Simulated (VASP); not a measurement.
# GaN (F-43m) in VASP: a series of runs, part 2 of 2

VASP 6.6.1. Earlier steps stand in the parts before.

## Step 3: Single point, PBEsol, non-collinear spin, zero start, spin-orbit coupling

This run uses another cell than the first one, of 11.26 Å³/atom.

INCAR reads:

```
SYSTEM = GaN
PREC = Accurate ; ENCUT = 520
EDIFF = 1E-7 ; ISMEAR = 0
SIGMA = 0.01 ; LREAL = .FALSE.
LASPH = .TRUE. ; NELM = 150
ALGO = Normal ; ISIF = 2
LWAVE = .FALSE. ; LCHARG = .FALSE.
MAGMOM = 0 0 0 0 0 0 ; LORBIT = 11
LSORBIT = .TRUE. ; GGA_COMPAT = .FALSE.
LORBMOM = .TRUE. ; GGA = PS
NBANDS = 30
```

KPOINTS reads:

```
regular mesh
0
G
  10 10 10
  0 0 0
```

POSCAR reads:

```
GaN
1.0
    2.2413965218      2.2413965218      0.0000000000
   -2.2413965218      2.2413965218      0.0000000000
    0.0000000000      2.2413965218      2.2413965218
Ga N
1 1
Direct
    0.0000000000      0.0000000000      0.0000000000
    0.2500000000      0.7500000000      0.5000000000
```

Potentials or basis: VASP PAW PBE potentials, release 64 (Ga_d, N).

Command:

```sh
$ cat potpaw_PBE.64/Ga_d/POTCAR potpaw_PBE.64/N/POTCAR > POTCAR
$ mpirun -np 1 vasp_ncl > vasp.out
```

OUTCAR:

```text
SYSTEM = GaN
   PREC = Accurate
   ENCUT = 520
   EDIFF = 1E-7
   ISMEAR = 0
   LREAL = .FALSE.
   LASPH = .TRUE.
   NELM = 150
   ISIF = 2
   LORBIT = 11
   LSORBIT = .TRUE.
   GGA = PS

 ion  position               nearest neighbor table
   1  0.000  0.000  0.000-   2 1.94   2 1.94   2 1.94   2 1.94
   2  0.250  0.750  0.500-   1 1.94   1 1.94   1 1.94   1 1.94

  LATTYP: Found a face centered cubic cell.
 ALAT       =     4.4827930436

  Lattice vectors:

[... 1087 lines left out ...]
     0.0000000     0.0000000     0.0000000     0.0000000     0.0000000
     0.0000000     0.0000000     0.0000000     0.0000000     0.0000000
     0.0000000     0.0000000     0.0000000     0.0000000     0.0000000
 l=   3
     0.0000000     0.0000000     0.0000000     0.0000000     0.0000000     0.0000000     0.0000000
     0.0000000     0.0000000     0.0000000     0.0000000     0.0000000     0.0000000     0.0000000
     0.0000000     0.0000000     0.0000000     0.0000000     0.0000000     0.0000000     0.0000000
     0.0000000     0.0000000     0.0000000     0.0000000     0.0000000     0.0000000     0.0000000
     0.0000000     0.0000000     0.0000000     0.0000000     0.0000000     0.0000000     0.0000000
     0.0000000     0.0000000     0.0000000     0.0000000     0.0000000     0.0000000     0.0000000
     0.0000000     0.0000000     0.0000000     0.0000000     0.0000000     0.0000000     0.0000000

 total charge

# of ion       s       p       d       tot
------------------------------------------
    1        0.795   0.924  10.189  11.907
    2        1.217   2.516   0.000   3.733
--------------------------------------------------
tot          2.012   3.440  10.189  15.640

 magnetization (x)

# of ion       s       p       d       tot
------------------------------------------
    1        0.000  -0.000  -0.000  -0.000
    2       -0.000  -0.000   0.000  -0.000
--------------------------------------------------
tot         -0.000  -0.000  -0.000  -0.000

 magnetization (y)

# of ion       s       p       d       tot
------------------------------------------
    1       -0.000  -0.000   0.000  -0.000
    2       -0.000   0.000   0.000   0.000
--------------------------------------------------
tot         -0.000   0.000   0.000  -0.000

 magnetization (z)

# of ion       s       p       d       tot
------------------------------------------
    1        0.000   0.000   0.000   0.000
    2        0.000  -0.000   0.000  -0.000
--------------------------------------------------
tot          0.000  -0.000   0.000  -0.000
```

OSZICAR:

```text
N       E                     dE             d eps       ncg     rms          rms(c)
DAV:   1     0.139284575743E+03    0.13928E+03   -0.84693E+03  5338   0.221E+03
DAV:   2     0.412001423689E+01   -0.13516E+03   -0.12443E+03  4508   0.478E+02
DAV:   3    -0.143473045470E+02   -0.18467E+02   -0.18137E+02  5012   0.130E+02
DAV:   4    -0.149488512733E+02   -0.60155E+00   -0.60025E+00  4990   0.257E+01
DAV:   5    -0.149602445156E+02   -0.11393E-01   -0.11392E-01  5134   0.356E+00    0.725E+00
DAV:   6    -0.131334384085E+02    0.18268E+01   -0.31673E+00  7288   0.426E+01    0.235E+00
DAV:   7    -0.131475651053E+02   -0.14127E-01   -0.50153E-01  4764   0.685E+00    0.179E+00
DAV:   8    -0.131378693765E+02    0.96957E-02   -0.81419E-02  6946   0.388E+00    0.108E+00
DAV:   9    -0.131264359081E+02    0.11433E-01   -0.23687E-02  6782   0.337E+00    0.245E-01
DAV:  10    -0.131268655371E+02   -0.42963E-03   -0.27736E-03  5372   0.624E-01    0.174E-01
DAV:  11    -0.131267958617E+02    0.69675E-04   -0.26395E-04  6432   0.461E-01    0.628E-02
DAV:  12    -0.131267975025E+02   -0.16408E-05   -0.44671E-05  4902   0.596E-02    0.520E-02
DAV:  13    -0.131267948804E+02    0.26220E-05   -0.22061E-06  6646   0.180E-02    0.365E-02
DAV:  14    -0.131267935118E+02    0.13686E-05   -0.38617E-06  5118   0.172E-02    0.521E-03
DAV:  15    -0.131267935957E+02   -0.83858E-07   -0.20365E-07  5200   0.558E-03
   1 F= -.13126794E+02 E0= -.13126794E+02  d E =-.409313-110  mag=     0.0000    -0.0000    -0.0000
```

stdout:

```text
POSCAR found type information on POSCAR GaN
 POSCAR found :  2 types and       2 ions
 scaLAPACK will be used
 -----------------------------------------------------------------------------
|                                                                             |
|                                                                             |
|     You enforced a specific xc type in the INCAR file but a different       |
|     I HOPE YOU KNOW WHAT YOU ARE DOING!                                     |
|                                                                             |
 -----------------------------------------------------------------------------

 LDA part: xc-table for (Slater+PW92), standard interpolation
 POSCAR, INCAR and KPOINTS ok, starting setup
 FFT: planning ... GRIDC
 FFT: planning ... GRID_SOFT
 FFT: planning ... GRID
 WAVECAR not read
 entering main loop
```

Run time: 44 s. Hardware: 1 thread of Intel Xeon Platinum 8559C (Emerald Rapids), shared host; peak memory 0.23 GiB.

What came out:

```
Free energy                                           : -13.1268 eV
Pressure                                              : 1.7 GPa
Net moment                                            : 0.00 μB per cell
Valence electrons inside the program's atomic spheres : Ga 11.91; N 3.73
```

Moments on the atoms (μB; x, y, z):
```
Ga  0.00 0.00 0.00
N   0.00 0.00 0.00
```

Caveat: the PAW data sets were made with another functional, which shifts forces and pressure a little.
